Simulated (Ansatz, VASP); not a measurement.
## One calculation of Pd2PtS3, two programs

```xyz
6
Lattice="-2.3995 2.3995 4.6228 2.3995 -2.3995 4.6228 2.3995 2.3995 -4.6228" Properties=species:S:1:pos:R:3 pbc="T T T"
Pd    0.0000    2.3995    2.3114
Pd    2.3995    0.0000    2.3114
Pt    0.0000    0.0000    4.6228
S     0.0000    2.3995    0.0000
S     2.3995    0.0000    0.0000
S     0.0000    0.0000    0.0000
```

Alike in both runs: task single point; functional PBE; k mesh 6 × 6 × 6; occupations gaussian, width 0.1 eV; collinear spin.

|  | VASP | Ansatz |
| --- | --- | --- |
| version | VASP 6.6.1 | Ansatz 0.2.0 |
| potentials or method | VASP PAW PBE potentials, release 64 (Pd, Pt, S), cutoff 520 eV | scalar-relativistic, plane waves, PAW |
| valence electrons in the cell | 48 | 72 |

VASP gave:

- gap on the k mesh at the Fermi level (eV): none
- pressure (GPa): 0.0
- traceless stress, the component that is largest in VASP (GPa): 0.01
- net moment per atom (μB): 0.00

Q: Estimate Ansatz's values.

A: gap on the k mesh at the Fermi level (eV): none; pressure (GPa): 0.1; traceless stress, the component that is largest in VASP (GPa): -0.12; net moment per atom (μB): 0.00.

A gap of «none» marks a metal or a gap that the smearing closes. The functional is the same, so the differences come from potentials, cutoffs and numerics. VASP's potentials hold 48 valence electrons a cell and Ansatz's 72, so a difference there can come from the potentials and not from the codes. Ansatz's warnings: seeded moment not kept.

Neither program's run includes spin-orbit coupling.
